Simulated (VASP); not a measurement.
Set up this calculation in VASP 6.6.1, as the native input.

* Task: single point
* Functional: PBE
* Potentials or basis: VASP PAW PBE potentials, release 64 (Cs_sv)
* Cutoff: 520 eV
* k mesh: 6 × 6 × 6
* Occupations: fermi-dirac, width 0.08 eV
* Spin: no spin polarisation
* Dipole correction: no
* Further INCAR settings: ALGO = Normal; EDIFF = 1e-07; NBANDS = 16

The structure of Cs lies in POSCAR:

```
Cs
1.0
    0.0000000000      5.3051878092      5.3051878092
    5.3051878092      0.0000000000      5.3051878092
    5.3051878092      5.3051878092      0.0000000000
Cs
2
Direct
   -0.1250000000     -0.1250000000     -0.1250000000
    0.1250000000      0.1250000000      0.1250000000
```

This cell differs from its parent crystal: volume scaled by 0.8.

One way to write it, as run:

INCAR

```
  PREC = Accurate
  ENCUT = 520
  EDIFF = 1E-7
  ISMEAR = -1
  SIGMA = 0.08
  LREAL = False
  LASPH = True
  NELM = 60
  ALGO = Normal
  ISIF = 2
  LWAVE = False
  LCHARG = False
  GGA = PE
  NBANDS = 16
```

KPOINTS

```
Automatic mesh
0
Gamma
  6 6 6
```

Potentials or basis: VASP PAW PBE potentials, release 64 (Cs_sv).

Run with:

```bash
$ cat potpaw_PBE.64/Cs_sv/POTCAR > POTCAR
$ mpirun -np 1 vasp_std > vasp.out
```

It gave:

```json
{"Pressure": "0.2 GPa", "Band gap on the k mesh": "zero (band 9 reaches 0.14 eV, above the bottom of band 10 at -0.01 eV)"}
```

Caveat: spin-orbit coupling is left out, which moves the levels of the heavy elements.

It took 120 s on 1 thread of Intel Xeon 6975P-C, on a shared host, peak memory 0.44 GiB.
